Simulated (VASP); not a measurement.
The system is B3As2N.

```
CELL_PARAMETERS angstrom
-1.49550 4.48649 2.11495
1.49550 -4.48649 2.11495
1.49550 4.48649 -2.11495
ATOMIC_POSITIONS crystal
N 0.00000 0.00000 0.00000
B 0.25000 0.75000 0.50000
B 0.58333 0.75000 0.83333
B 0.91667 0.75000 0.16667
As 0.33333 0.00000 0.33333
As 0.66667 0.00000 0.66667
```

```yaml
Program: VASP 6.6.1
Task: relaxation of cell and atoms
Functional: PBE
Potentials_or_basis: VASP PAW PBE potentials, release 64 (N, B, As)
Cutoff: 600 eV
k_mesh: 10 × 10 × 10
Occupations: fermi-dirac, width 0.02 eV
Spin: no spin polarisation
```

At the start: pressure 54.9 GPa; volume 9.46 Å³/atom.

**Question.** How do energy, volume and symmetry change on relaxing?

**Answer.** Over 13 steps the energy falls by 723.1 meV/atom and the volume is 10.98 Å³/atom (+16.1 %); space group Imm2 (No. 44, to 0.1 Å) before and after.

Step by step:
| step | energy change (eV) | largest force (eV/Å) | pressure (GPa) | volume (Å³) |
| --- | --- | --- | --- | --- |
| 1 | 0.0000 | 7.5584 | 54.90 | 56.76 |
| 2 | -1.6116 | 2.6282 | -27.95 | 87.77 |
| 3 | -3.6668 | 2.1153 | -11.14 | 71.72 |
| 4 | -3.6791 | 2.2711 | -9.26 | 70.86 |
| 5 | -3.6794 | 2.3463 | -8.35 | 70.46 |
| 6 | -4.3035 | 0.6795 | -2.22 | 66.86 |
| 7 | -4.3252 | 0.4027 | -0.14 | 66.13 |
| 8 | -4.3254 | 0.3480 | -0.39 | 66.21 |
| 9 | -4.3362 | 0.1966 | 0.16 | 65.86 |
| 10 | -4.3376 | 0.1060 | -0.01 | 65.95 |
| 11 | -4.3384 | 0.0376 | -0.04 | 65.92 |
| 12 | -4.3384 | 0.0378 | -0.05 | 65.92 |
| 13 | -4.3384 | 0.0041 | 0.04 | 65.89 |

Final structure:
```
N B As
1.0
    -1.57630    4.71187    2.21785
     1.57630   -4.71187    2.21785
     1.57630    4.71187   -2.21785
N B As
1 3 2
Cartesian
  0.0000 0.0000 4.3795
  1.5763 0.0000 0.8258
  1.5763 3.4137 1.2764
  0.0000 1.2981 3.4942
  0.0000 3.1728 0.0022
  0.0000 6.2510 0.0022
```

Caveat: the volume moved by over 15 % at a fixed basis, so the end points are rough.
